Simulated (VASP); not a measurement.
# Hg (P6_3/mmc) in VASP: notebook

Runs on Hg. Level: PBEsol. Tasks: single point.

Program: VASP 6.6.1. These are calculated values, not measurements. Logs are shortened: lines on timing, memory, paths and dates and some standing lists are left out, and cuts for length are marked.

### 1 The cell of the first run

The structure is hexagonal, space group P6_3/mmc (No. 194). The conventional cell has a = 3.655 Å, b = 3.655 Å, c = 4.924 Å, α = 90.00°, β = 90.00°, γ = 120.00°. Hg (site symmetry -6m2) has 12 Hg at 3.24 to 3.65 Å within 4.3 Å.

### 2 Single point, PBEsol

File INCAR:

```
PREC = Accurate
ENCUT = 520
EDIFF = 1E-6
ISMEAR = 0
SIGMA = 0.15
LREAL = F
LASPH = T
NELM = 60
ALGO = Fast
ISIF = 2
LWAVE = F
LCHARG = F
GGA = PS
NBANDS = 19
```

File KPOINTS:

```
Automatic mesh
0
Gamma
  18 18 10
```

File POSCAR:

```
Hg
1.0
    3.6545188601      0.0000000000      0.0000000000
   -1.8272594301      3.1649061715      0.0000000000
    0.0000000000      0.0000000000      4.9240709811
Hg
2
Direct
    0.6666666667      0.3333333333      0.7500000000
    0.3333333333      0.6666666667      0.2500000000
```

Potentials or basis: VASP PAW PBE potentials, release 64 (Hg).

Command:

```console
$ cat potpaw_PBE.64/Hg/POTCAR > POTCAR
$ mpirun -np 1 vasp_std > vasp.out
```

OUTCAR:

```text
PREC = Accurate
   ENCUT = 520
   EDIFF = 1E-6
   ISMEAR = 0
   LREAL = F
   LASPH = T
   NELM = 60
   ISIF = 2
   GGA = PS

 ion  position               nearest neighbor table
   1  0.667  0.333  0.750-   2 3.24   2 3.24   2 3.24   2 3.24   2 3.24   2 3.24
   2  0.333  0.667  0.250-   1 3.24   1 3.24   1 3.24   1 3.24   1 3.24   1 3.24

  LATTYP: Found a hexagonal cell.
 ALAT       =     3.6545188601
 C/A-ratio  =     1.3473924119

  Lattice vectors:

 A1 = (   3.6545188601,   0.0000000000,   0.0000000000)
 A2 = (  -1.8272594301,   3.1649061715,   0.0000000000)
 A3 = (   0.0000000000,   0.0000000000,   4.9240709811)

Analysis of symmetry for initial positions (statically):
=====================================================================
 Subroutine PRICEL returns:
 Original cell was already a primitive cell.

 Routine SETGRP: Setting up the symmetry group for a
 hexagonal supercell.

 Subroutine GETGRP returns: Found 24 space group operations
 (whereof 12 operations were pure point group operations)
 out of a pool of 24 trial point group operations.

The static configuration has the point symmetry D_3d.
 The point group associated with its full space group is D_6h.

Analysis of symmetry for dynamics (positions and initial velocities):
=====================================================================
 Subroutine PRICEL returns:
 Original cell was already a primitive cell.

 Routine SETGRP: Setting up the symmetry group for a
 hexagonal supercell.

 Subroutine GETGRP returns: Found 24 space group operations
 (whereof 12 operations were pure point group operations)
 out of a pool of 24 trial point group operations.

The dynamic configuration has the point symmetry D_3d.
 The point group associated with its full space group is D_6h.

 Subroutine INISYM returns: Found 24 space group operations
 (whereof 12 operations are pure point group operations),
 and found     1 'primitive' translations

----------------------------------------------------------------------------------------

                                     Primitive cell

  volume of cell :      56.9528

  direct lattice vectors                    reciprocal lattice vectors
     3.654518860  0.000000000  0.000000000     0.273633832  0.157982567  0.000000000
    -1.827259430  3.164906172  0.000000000     0.000000000  0.315965133  0.000000000
     0.000000000  0.000000000  4.924070981     0.000000000  0.000000000  0.203083994

  length of vectors
     3.654518860  3.654518860  4.924070981     0.315965133  0.315965133  0.203083994

  position of ions in fractional coordinates (direct lattice)
     0.666666667  0.333333333  0.750000000
     0.333333333  0.666666667  0.250000000

  ion indices of the primitive-cell ions
   primitive index   ion index
                 1           1
                 2           2

----------------------------------------------------------------------------------------

 KPOINTS: Automatic mesh

Automatic generation of k-mesh.
 Grid dimensions read from file:
 generate k-points for:   18   18   10

 Generating k-lattice:

  Cartesian coordinates                     Fractional coordinates (reciprocal lattice)
     0.015201880  0.008776809  0.000000000     0.055555556  0.000000000  0.000000000
     0.000000000  0.017553619  0.000000000     0.000000000  0.055555556  0.000000000
     0.000000000  0.000000000  0.020308399     0.000000000  0.000000000  0.100000000

  Length of vectors
     0.017553619  0.017553619  0.020308399

  Shift w.r.t. Gamma in fractional coordinates (k-lattice)
     0.000000000  0.000000000  0.000000000

 Subroutine IBZKPT returns following result:
 ===========================================

 Found    222 irreducible k-points:

 Following reciprocal coordinates:
            Coordinates               Weight
  0.000000  0.000000  0.000000      1.000000
  0.055556  0.000000  0.000000      6.000000
  0.111111  0.000000  0.000000      6.000000
  0.166667  0.000000  0.000000      6.000000
  0.222222  0.000000  0.000000      6.000000
  0.277778  0.000000  0.000000      6.000000
[... 16 lines left out ...]
  0.333333  0.111111  0.000000     12.000000
  0.388889  0.111111  0.000000     12.000000
 [... further k-points ...]
   k-points           NKPTS =    222   k-points in BZ     NKDIM =    222   number of bands    NBANDS=     19
   number of dos      NEDOS =    301   number of ions     NIONS =      2
   total plane-waves  NPLWV =  31360
   dimension x,y,z NGX =    28 NGY =   28 NGZ =   40
   dimension x,y,z NGXF=    56 NGYF=   56 NGZF=   80
   ions per type =               2
   NGX,Y,Z   is equivalent  to a cutoff of  12.74, 12.74, 13.50 a.u.
   NGXF,Y,Z  is equivalent  to a cutoff of  25.47, 25.47, 27.01 a.u.
 SYSTEM =  unknown system
   PREC   = accura    normal or accurate (medium, high low for compatibility)
   ISTART =      0    job   : 0-new  1-cont  2-samecut
   ICHARG =      2    charge: 1-file 2-atom 10-const
   ISPIN  =      1    spin polarized calculation?
   LNONCOLLINEAR =      F non collinear calculations
   LSORBIT =      F    spin-orbit coupling
   LASPH  =      T    aspherical Exc in radial PAW
   ENCUT  =  520.0 eV  38.22 Ry    6.18 a.u.   6.79  6.79  9.16*2*pi/ulx,y,z
   NELM   =     60;   NELMIN=  2; NELMDL= -5     # of ELM steps
   EDIFF  = 0.1E-05   stopping-criterion for ELM
   LREAL  =      F    real-space projection
   EDIFFG = 0.1E-04   stopping-criterion for IOM
   NSW    =      0    number of steps for IOM
   IBRION =     -1    ionic relax: 0-MD 1-quasi-New 2-CG
   NFREE  =      0    steps in history (QN), initial steepest desc. (CG)
   ISIF   =      2    stress and relaxation
   ISYM   =      2    0-nonsym 1-usesym 2-fastsym
   POTIM  = 0.5000    time-step for ionic-motion
   TEBEG  =    0.0;   TEEND  =   0.0 temperature during run
   PSTRESS=    0.0 pullay stress
   NELECT =      24.0000    total number of electrons
   NUPDOWN=      -1.0000    fix difference up-down
   EMIN   =  10.00;   EMAX   =-10.00  energy-range for DOS
   EFERMI =   0.00;   METHOD = LEGACY
   ISMEAR =     0;   SIGMA  =   0.15  broadening in eV -4-tet -1-fermi 0-gaus
   EFERMI_NEDOS =   21; number of points for ismear=-14 and -15
   IALGO  =     68    algorithm
   IMIX   =      4    mixing-type and parameters
     AMIX     =   0.40;   BMIX     =  1.00
     AMIX_MAG =   1.60;   BMIX_MAG =  1.00
  volume/ion in A,a.u.               =      28.48       192.17
  Fermi-wavevector in a.u.,A,eV,Ry     =   1.227364  2.319382 20.496128  1.506423
  Thomas-Fermi vector in A             =   2.362330
   LORBIT       =      0    0 simple, 1 ext, 2 COOP (PROOUT), +10 PAW based schemes
   GGA     = PS    functional components
   LHFCALC =     F    Hartree Fock is set to
   AEXX    =    0.0000 exact exchange contribution
   IVDW    =     0    specifies the selected vdW correction
   LEPSILON=     F    determine dielectric tensor
   LRPA    =     F    only Hartree local field effects (RPA)
 non-spin polarized calculation
 RMM-DIIS sequential band-by-band and
 Gauss-broadening in eV      SIGMA  =   0.15
  energy-cutoff  :      520.00
  volume of cell :       56.95
 maximum number of plane-waves:      1560
 NGX is ok and might be reduce to    28
   NGX = 13   NGY = 13   NGZ = 19

 number of electron      23.9999998 magnetization

 Free energy of the ion-electron system (eV)
  ---------------------------------------------------
  ext. energy  EPLUGINS =         0.00000000
  ---------------------------------------------------
  free energy    TOTEN  =        -1.01037153 eV

  energy without entropy =       -1.00492570  energy(sigma->0) =       -1.00764862

 E-fermi :   1.2045     XC(G=0): -10.0219

 val. band max:        1.1899989785   @ k =   0.0000   0.0000   0.0000
 cond. band min:       1.2054524585   @ k =   0.0556   0.0000   0.0000
 fundamental gap:      0.0154534800
 Fermi energy:         1.2044669945

 k-point     1 :       0.0000    0.0000    0.0000
  band No.  band energies     occupation
      1      -6.5399      2.00000
      2      -5.8321      2.00000
      3      -5.2795      2.00000
      4      -5.2795      2.00000
      5      -5.1882      2.00000
      6      -5.1882      2.00000
[... 11 lines left out ...]
     18      12.4913      0.00000
     19      13.0195      0.00000

 k-point     2 :       0.0556    0.0000    0.0000
  band No.  band energies     occupation
      1      -6.4921      2.00000
      2      -5.8179      2.00000
      3      -5.2903      2.00000
      4      -5.2870      2.00000
      5      -5.2052      2.00000
      6      -5.1733      2.00000
[... 11 lines left out ...]
     18      13.2224      0.00000
     19      13.5333      0.00000

 k-point     3 :       0.1111    0.0000    0.0000
  band No.  band energies     occupation
      1      -6.3540      2.00000
      2      -5.7805      2.00000
      3      -5.3201      2.00000
      4      -5.3102      2.00000
      5      -5.2409      2.00000
      6      -5.1304      2.00000
[... 11 lines left out ...]
     18      13.7560      0.00000
     19      14.1082      0.00000

 k-point     4 :       0.1667    0.0000    0.0000
  band No.  band energies     occupation
      1      -6.1465      2.00000
      2      -5.7372      2.00000
      3      -5.3632      2.00000
      4      -5.3506      2.00000
      5      -5.2617      2.00000
      6      -5.0645      2.00000
[... 11 lines left out ...]
     18      13.6729      0.00000
     19      13.6931      0.00000

 k-point     5 :       0.2222    0.0000    0.0000
  band No.  band energies     occupation
      1      -5.9247      2.00000
      2      -5.7150      2.00000
      3      -5.4125      2.00000
      4      -5.4081      2.00000
      5      -5.2206      2.00000
      6      -4.9840      2.00000
[... 11 lines left out ...]
     18      12.5505      0.00000
     19      13.6342      0.00000

 k-point     6 :       0.2778    0.0000    0.0000
  band No.  band energies     occupation
      1      -5.7735      2.00000
      2      -5.7277      2.00000
      3      -5.4777      2.00000
      4      -5.4616      2.00000
      5      -5.0995      2.00000
      6      -4.8991      2.00000
[... 11 lines left out ...]
     18      11.6804      0.00000
     19      13.3068      0.00000

 k-point     7 :       0.3333    0.0000    0.0000
  band No.  band energies     occupation
      1      -5.7674      2.00000
      2      -5.7041      2.00000
      3      -5.5493      2.00000
      4      -5.5051      2.00000
      5      -4.9669      2.00000
      6      -4.8205      2.00000
[... 11 lines left out ...]
     18      11.2799      0.00000
     19      12.9244      0.00000

 k-point     8 :       0.3889    0.0000    0.0000
  band No.  band energies     occupation
      1      -5.8041      2.00000
      2      -5.6848      2.00000
      3      -5.6105      2.00000
      4      -5.5389      2.00000
      5      -4.8608      2.00000
      6      -4.8277      2.00000
[... 256 lines left out ...]
 k-point    20 :       0.1667    0.1111    0.0000
  band No.  band energies     occupation
      1      -5.8426      2.00000
      2      -5.6778      2.00000
      3      -5.4888      2.00000
      4      -5.3664      2.00000
      5      -5.2755      2.00000
      6      -4.9708      2.00000
[... 11 lines left out ...]
     18      12.4141      0.00000
     19      12.8853      0.00000

 k-point    21 :       0.2222    0.1111    0.0000
  band No.  band energies     occupation
      1      -5.7255      2.00000
      2      -5.6742      2.00000
      3      -5.5671      2.00000
      4      -5.3928      2.00000
      5      -5.1858      2.00000
      6      -4.9102      2.00000
[... 11 lines left out ...]
     18      11.9131      0.00000
     19      12.5614      0.00000

 k-point    22 :       0.2778    0.1111    0.0000
  band No.  band energies     occupation
      1      -5.7190      2.00000
      2      -5.6582      2.00000
      3      -5.6409      2.00000
      4      -5.4189      2.00000
      5      -5.0763      2.00000
      6      -4.8423      2.00000
[... 11 lines left out ...]
     18      11.5626      0.00000
     19      12.3117      0.00000

 k-point    23 :       0.3333    0.1111    0.0000
  band No.  band energies     occupation
      1      -5.7497      2.00000
      2      -5.7011      2.00000
      3      -5.6440      2.00000
      4      -5.4407      2.00000
      5      -4.9863      2.00000
      6      -4.8730      2.00000
[... 11 lines left out ...]
     18      11.2829      0.00000
     19      12.1391      0.00000

 k-point    24 :       0.3889    0.1111    0.0000
  band No.  band energies     occupation
      1      -5.7736      2.00000
      2      -5.7403      2.00000
      3      -5.6407      2.00000
      4      -5.4552      2.00000
      5      -4.9244      2.00000
      6      -4.8931      2.00000
[... 11 lines left out ...]
     18      11.1047      0.00000
     19      12.0384      0.00000

 [... further k-points ...]

------------------------ aborting loop because EDIFF is reached ----------------------------------------

  FORCE on cell =-STRESS in cart. coord.  units (eV):
  Direction    XX          YY          ZZ          XY          YZ          ZX
  --------------------------------------------------------------------------------------
  -------------------------------------------------------------------------------------
  Total       -0.8842037     -0.8842037     -1.1306071      0.0000000      0.0000000      0.0000000
  in kB      -24.8741108    -24.8741109    -31.8058446      0.0000000      0.0000000      0.0000000
  external PRESSURE =     -27.1846888 kB  Pullay stress =       0.0000000 kB

 VOLUME and BASIS-vectors are now :
 -----------------------------------------------------------------------------
  energy-cutoff  :      520.00
  volume of cell :       56.95
      direct lattice vectors                 reciprocal lattice vectors
     3.654518860  0.000000000  0.000000000     0.273633832  0.157982567  0.000000000
    -1.827259430  3.164906172  0.000000000     0.000000000  0.315965133  0.000000000
     0.000000000  0.000000000  4.924070981     0.000000000  0.000000000  0.203083994

 POSITION                                       TOTAL-FORCE (eV/Angst)
 -----------------------------------------------------------------------------------
      1.82726      1.05497      3.69305         0.000000     -0.000000     -0.000000
     -0.00000      2.10994      1.23102        -0.000000      0.000000      0.000000
 -----------------------------------------------------------------------------------
    total drift:                               -0.000000      0.000000     -0.000000

  FREE ENERGIE OF THE ION-ELECTRON SYSTEM (eV)
  ---------------------------------------------------
  free  energy   TOTEN  =        -1.0103715293 eV

  energy  without entropy=       -1.0049257022  energy(sigma->0) =       -1.00764862
```

It took 2.4 min on 1 thread of Intel Xeon 8259CL, shared host; peak memory 0.32 GiB.

What came out:

| Item | Value |
| --- | --- |
| Free energy | -1.0104 eV |
| Pressure | -2.7 GPa |
| Band gap on the k mesh | zero (bands 12 and 13 overlap by 0.70 eV) |

Stress tensor (GPa, compression positive):
```
-2.49  0.00  0.00
 0.00 -2.49  0.00
 0.00  0.00 -3.18
```

Caveat: the PAW data sets were made with another functional, which shifts forces and pressure a little; spin-orbit coupling is left out, which moves the levels of the heavy elements.

(Part 1 of 2 ends here.)
